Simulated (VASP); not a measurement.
# CuI: single point with HSE06

The system is CuI.

```
CELL_PARAMETERS angstrom
3.66139 0.00000 0.00000
0.00000 3.66139 0.00000
0.00000 0.00000 3.66139
ATOMIC_POSITIONS crystal
Cu 0.00000 0.00000 0.00000
I 0.50000 0.50000 0.50000
```

```
Program             : VASP 6.6.1
Task                : single point
Functional          : HSE06
Potentials or basis : VASP PAW PBE potentials, release 64 (Cu, I)
Cutoff              : 520 eV
k mesh              : 4 × 4 × 4
Occupations         : fermi-dirac, width 0.02 eV
Spin                : no spin polarisation
```

```
Pressure               : 1.8 GPa
Band gap on the k mesh : 0.51 eV (least direct gap 0.56 eV)
```

Levels at points of the mesh, in eV from the valence-band top:
| k point | band 5 | band 6 | band 7 | band 8 | band 9 | band 10 | band 11 | band 12 | band 13 | band 14 |
| --- | --- | --- | --- | --- | --- | --- | --- | --- | --- | --- |
| (0.00, 0.00, 0.00) | -2.56 | -2.56 | -1.47 | -1.47 | -1.47 | 0.81 | 6.49 | 6.49 | 11.80 | 11.80 |
| (0.50, 0.00, 0.00) | -2.81 | -2.54 | -2.30 | 0.00 | 0.00 | 4.55 | 5.44 | 7.49 | 7.58 | 7.58 |
| (0.50, 0.50, 0.00) | -2.69 | -2.69 | -2.57 | -2.35 | -0.05 | 0.51 | 8.65 | 8.65 | 8.77 | 10.70 |
| (0.50, 0.50, 0.50) | -2.33 | -2.33 | -1.34 | -1.34 | -1.34 | 2.76 | 2.76 | 2.76 | 3.56 | 18.42 |

Run time: 31 min on 1 thread of AMD EPYC 7571, on a shared host, peak memory 0.25 GiB.

Caveat: the k points lie up to 0.43 Å⁻¹ apart; the PAW data sets were made with another functional, which shifts forces and pressure a little; spin-orbit coupling is left out, which moves the levels of the heavy elements. A k mesh can miss the band edges.
